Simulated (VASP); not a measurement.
**F: relaxation of cell and atoms with PBE**

The system is F.

```
F
1.0
     2.86241    0.00000    0.00000
    -1.43121    2.47892    0.00000
     0.00000    0.00000    1.77470
F
3
Direct
  0.00000 0.00000 0.00000
  0.33333 0.66667 0.50000
  0.66667 0.33333 0.50000
```

| Quantity | Value |
| --- | --- |
| Program | VASP 6.6.1 |
| Task | relaxation of cell and atoms |
| Functional | PBE |
| Potentials or basis | VASP PAW PBE potentials, release 64 (F) |
| Cutoff | 600 eV |
| k mesh | 12 × 12 × 16 |
| Occupations | fermi-dirac, width 0.08 eV |
| Spin | no spin polarisation |
| Target pressure | 430 GPa |
| Dipole correction | no |
| Further INCAR settings | ALGO = Normal; EDIFF = 1e-07; IBRION = 2; EDIFFG = -0.005; NSW = 60; ISIF = 3 |

```json
{
 "Relaxed volume": "4.25 Å³/atom",
 "Relaxed cell": "a = 3.147 Å, b = 3.147 Å, c = 1.486 Å, α = 90.00°, β = 90.00°, γ = 120.00°",
 "Space group after relaxing (to 0.05 Å)": "P6/mmm (No. 191)",
 "Energy change on relaxing (the enthalpy is what falls)": "-448.2 meV/atom",
 "Ionic steps": "15",
 "Pressure after relaxing": "430.0 GPa"
}
```

Step by step:
```csv
step,energy change (eV),largest force (eV/Å),pressure (GPa),volume (Å³)
1,0.0000,0.0000,446.91,12.59
2,-2.1555,0.0000,356.43,13.40
3,-1.0007,0.0000,404.24,12.95
4,-1.1127,0.0000,401.36,12.96
5,-1.4870,0.0000,400.51,12.95
6,-0.9149,0.0000,455.38,12.70
7,-1.6148,0.0000,408.26,12.90
8,-1.5315,0.0000,422.69,12.82
9,-1.5665,0.0000,419.82,12.83
10,-0.8767,0.0000,448.60,12.58
11,-1.4005,0.0000,426.73,12.77
12,-1.3043,0.0000,431.95,12.73
13,-1.3271,0.0000,430.75,12.74
14,-1.3598,0.0000,429.37,12.75
15,-1.3445,0.0000,430.05,12.75
```

Final structure:
```yaml
crystal:
  lattice:
    - [3.14717, 0.00000, 0.00000]
    - [-1.57358, 2.72553, 0.00000]
    - [0.00000, 0.00000, 1.48617]
  atoms:
    - { symbol: F, position: [0.00000, 0.00000, 0.00000] }
    - { symbol: F, position: [0.33333, 0.66667, 0.50000] }
    - { symbol: F, position: [0.66667, 0.33333, 0.50000] }
```

Levels at points of the mesh, in eV from the Fermi level:
| k point | band 8 | band 9 | band 10 | band 11 | band 12 | band 13 | band 14 |
| --- | --- | --- | --- | --- | --- | --- | --- |
| (0.00, 0.00, 0.00) | -0.65 | -0.65 | 4.43 | 5.56 | 6.10 | 24.14 | 31.21 |
| (0.50, 0.00, 0.00) | -3.34 | -3.21 | 4.97 | 5.19 | 5.89 | 23.42 | 28.94 |
| (0.00, 0.00, 0.50) | -4.65 | -2.04 | -2.04 | -0.64 | -0.64 | 21.94 | 21.94 |
| (0.50, 0.00, 0.50) | -2.68 | -2.25 | -1.15 | -0.76 | 0.48 | 23.85 | 24.09 |

Wall time 2.6 min on 1 thread of AMD EPYC 9R45 96-Core Processor (Zen 5), with other jobs on the host, peak memory 0.11 GiB.

Caveat: the cell is relaxed towards a set pressure, so the enthalpy falls and the energy may rise; an odd number of electrons without spin polarisation forces a metal; a magnetic or distorted state may lie lower.
